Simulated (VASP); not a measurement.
Set up this calculation in VASP 6.6.1, as the native input.

- Task: relaxation of cell and atoms
- Functional: PBE
- Potentials or basis: VASP PAW PBE potentials, release 64 (B, As, Ga_d)
- Cutoff: 600 eV
- k mesh: 6 × 6 × 4
- Occupations: fermi-dirac, width 0.02 eV
- Spin: no spin polarisation
- Dipole correction: no
- Further INCAR settings: ALGO = Normal; EDIFF = 1e-06; IBRION = 2; EDIFFG = -0.005; NSW = 80; ISIF = 3

The structure of GaBAs2 lies in POSCAR:

```
GaBAs2
1.0
    3.5877676263      0.0000000000      0.0000000000
    0.0000000000      3.5877676263      0.0000000000
    0.0000000000      0.0000000000      5.0738696357
B As Ga
1 2 1
Direct
    0.0000000000      0.0000000000      0.0000000000
    0.0000000000      0.5000000000      0.2500000000
    0.5000000000      0.0000000000      0.7500000000
    0.5000000000      0.5000000000      0.5000000000
```

One way to write it, as run:

INCAR

```
SYSTEM = GaBAs2
ALGO = Normal ; EDIFF = 1E-6
EDIFFG = -0.005 ; ENCUT = 600
GGA = PE ; IBRION = 2
ISIF = 3 ; ISMEAR = -1
LASPH = .TRUE. ; LCHARG = .FALSE.
LREAL = .FALSE. ; LWAVE = .FALSE.
NELM = 100 ; NSW = 80
PREC = Accurate ; SIGMA = 0.02
```

KPOINTS

```
k-points
0
G
  6 6 4
  0 0 0
```

Potentials or basis: VASP PAW PBE potentials, release 64 (B, As, Ga_d).

Launch:

```bash
$ cat potpaw_PBE.64/B/POTCAR potpaw_PBE.64/As/POTCAR potpaw_PBE.64/Ga_d/POTCAR > POTCAR
$ mpirun -np 1 vasp_std > vasp.out
```

It gave:

The relaxed volume is 18.48 Å³/atom, the relaxed cell is a = 3.695 Å, b = 3.695 Å, c = 5.415 Å, α = 90.00°, β = 90.00°, γ = 90.00° and the space group after relaxing (to 0.05 Å) is P-4m2 (No. 115). The energy gained by relaxing is 323.5 meV/atom. The ionic steps are 13. The pressure after relaxing is 0.0 GPa and the band gap on the k mesh is 0.44 eV, indirect (least direct gap 0.63 eV).

It took 5.4 min on 1 thread of Intel(R) Xeon(R) Platinum 8259CL CPU @ 2.50GHz (Skylake/Cascade Lake), on a shared host, peak memory 0.22 GiB.
